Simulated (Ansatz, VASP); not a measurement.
## One calculation of Ba, two programs

The input INCAR:

```
SYSTEM = Ba
  PREC = Accurate
  ENCUT = 520
  EDIFF = 1E-6
  ISMEAR = 0
  SIGMA = 0.15
  LREAL = .FALSE.
  LASPH = .TRUE.
  NELM = 80
  ALGO = Normal
  ISIF = 2
  LWAVE = .FALSE.
  LCHARG = .FALSE.
  GGA = PS
  NBANDS = 11
```

KPOINTS

```
regular mesh
0
G
  14 14 14
  0 0 0
```

Contents of POSCAR:

```
Ba
1.0
   -2.3000000000      2.3000000000      2.4000000000
    2.3000000000     -2.3000000000      2.4000000000
    2.3000000000      2.3000000000     -2.4000000000
Ba
1
Direct
    0.0000000000      0.0000000000      0.0000000000
```

Input for Ansatz:

```yaml
crystal:
  lattice:
    - [-2.3, 2.3, 2.4]
    - [2.3, -2.3, 2.4]
    - [2.3, 2.3, -2.4]
  atoms:
    - { symbol: Ba, position: [0.0, 0.0, 0.0] }
basis:
  ecutwfc: 420
kpoints:
  mp_grid: { grid: [14, 14, 14] }
hamiltonian:
  xc: pbesol
scf:
  occupations: { method: gaussian, width: 0.15 }
output:
  forces: true
  stress: true
  eigenvalues: true
  write_density: true
  write_potential: true
  elf: true
  volumetric_format: npy
```

Change from the starting cell: strain -0.080 along x and y, -0.040 along z, atoms carried along.

Alike in both runs: task single point; functional PBEsol; k mesh 14 × 14 × 14; occupations gaussian, width 0.15 eV; no spin polarisation.

```csv
,VASP,Ansatz
version,VASP 6.6.1,Ansatz 0.2.0
potentials or method,"VASP PAW PBE potentials, release 64 (Ba_sv), cutoff 520 eV","scalar-relativistic, plane waves, PAW"
valence electrons in the cell,10,10
```

VASP gave:

- gap on the k mesh at the Fermi level (eV): none
- pressure (GPa): 1.7
- traceless stress, the component that is largest in VASP (GPa): -0.17

Problem. Estimate Ansatz's values.

Solution. gap on the k mesh at the Fermi level (eV): none; pressure (GPa): 1.5; traceless stress, the component that is largest in VASP (GPa): -0.17.

VASP's potentials were made for PBE, not for PBEsol. A gap of «none» marks a metal or a gap that the smearing closes. With one functional, cell and mesh, what is left measures potentials, basis and numerics.

Spin-orbit coupling is off throughout.
